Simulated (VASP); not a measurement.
A run of VASP 6.6.1 is set up as follows.

File INCAR:

```
PREC = Accurate
ENCUT = 520
EDIFF = 1E-7
ISMEAR = 0
SIGMA = 0.1
LREAL = False
LASPH = True
NELM = 100
ALGO = Normal
ISIF = 2
LWAVE = False
LCHARG = True
GGA = PE
LELF = True
LVHAR = True
NBANDS = 66
```

KPOINTS

```
regular mesh
0
Gamma
  4 2 4
```

File POSCAR:

```
Ga3As2P
1.0
    0.0002269942     -4.0284144999     -0.0005681348
    8.0554255652     -0.0004575455     -0.0001380862
   -2.0146795412      2.0126828510      8.4066476226
Ga P As
6 2 4
Direct
    0.8290404874      0.4146600885      0.6585299176
    0.8291244965      0.9146344478      0.6584814873
    0.5003677504      0.2499449485     -0.0000052232
    0.5000389887      0.7499989896      0.0000243069
    0.1706556180      0.0854279407      0.3415346839
    0.1708265097      0.5853864122      0.3414820765
    0.7498738181      0.1250229257      0.5000055541
    0.7500552769      0.6249909007      0.4999754411
    0.4144558033      0.4572957554      0.8293032817
    0.4145415639      0.9572674018      0.8292530464
    0.0856631879      0.2926625352      0.1706943958
    0.0853564991      0.7927076538      0.1707210318
```

Potentials or basis: VASP PAW PBE potentials, release 64 (Ga_d, P, As).

Command:

```console
$ cat potpaw_PBE.64/Ga_d/POTCAR potpaw_PBE.64/P/POTCAR potpaw_PBE.64/As/POTCAR > POTCAR
$ mpirun -np 1 vasp_std > vasp.out
```

Question: What does it give for the largest force?

Answer: 0.011 eV/Å.

Question: What does it give for the band gap on the k mesh?

Answer: 0.56 eV.

Question: Estimate the pressure.

Answer: 0.1 GPa.

Forces on the atoms (eV/Å):
```
Ga  -0.001  0.000 -0.010
Ga  -0.001  0.000 -0.010
Ga   0.000  0.002  0.000
Ga   0.000  0.001  0.000
Ga   0.000 -0.001  0.009
Ga   0.000 -0.001  0.010
P    0.000  0.000  0.000
P    0.000  0.001  0.000
As   0.001 -0.001 -0.001
As   0.001  0.000 -0.001
As   0.001  0.001  0.001
As   0.000  0.000  0.001
```

A k mesh can miss the band edges.
